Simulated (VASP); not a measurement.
## Hf: single point with PBE

Hf:

```
CELL_PARAMETERS angstrom
3.19670 0.00000 0.00000
-1.59835 2.76842 0.00000
0.00000 0.00000 5.26011
ATOMIC_POSITIONS crystal
Hf 0.66667 0.33333 0.75000
Hf 0.33333 0.66667 0.25000
```

- Program: VASP 6.6.1
- Task: single point
- Functional: PBE
- Potentials or basis: VASP PAW PBE potentials, release 64 (Hf_pv)
- Cutoff: 520 eV
- k mesh: 8 × 8 × 4
- Occupations: fermi-dirac, width 0.05 eV
- Spin: no spin polarisation

```json
{
 "Pressure": "-3.9 GPa",
 "Band gap on the k mesh": "zero (band 10 reaches 5.72 eV, above the bottom of band 11 at 4.36 eV)"
}
```

Stress tensor (GPa, compression positive):
```
-2.36  0.00  0.00
 0.00 -2.36  0.00
 0.00  0.00 -7.01
```

Levels at points of the mesh, in eV from the Fermi level:
| k point | band 7 | band 8 | band 9 | band 10 | band 11 | band 12 | band 13 | band 14 |
| --- | --- | --- | --- | --- | --- | --- | --- | --- |
| (0.00, 0.00, 0.00) | -7.21 | -3.67 | 0.24 | 1.10 | 1.28 | 1.28 | 1.96 | 1.96 |
| (0.50, 0.00, 0.00) | -3.21 | -2.59 | -2.13 | -0.68 | 0.66 | 1.09 | 1.43 | 5.93 |
| (0.00, 0.00, 0.50) | -5.42 | -5.42 | 0.00 | 0.00 | 1.24 | 1.24 | 1.24 | 1.24 |
| (0.50, 0.00, 0.50) | -3.25 | -3.25 | -0.99 | -0.99 | 1.12 | 1.12 | 2.76 | 2.76 |

Wall time 24 s on 1 thread of AMD EPYC 7R43 64-Core Processor (Zen 3), with other jobs on the host, peak memory 0.13 GiB.

Caveat: spin-orbit coupling is left out, which moves the levels of the heavy elements.
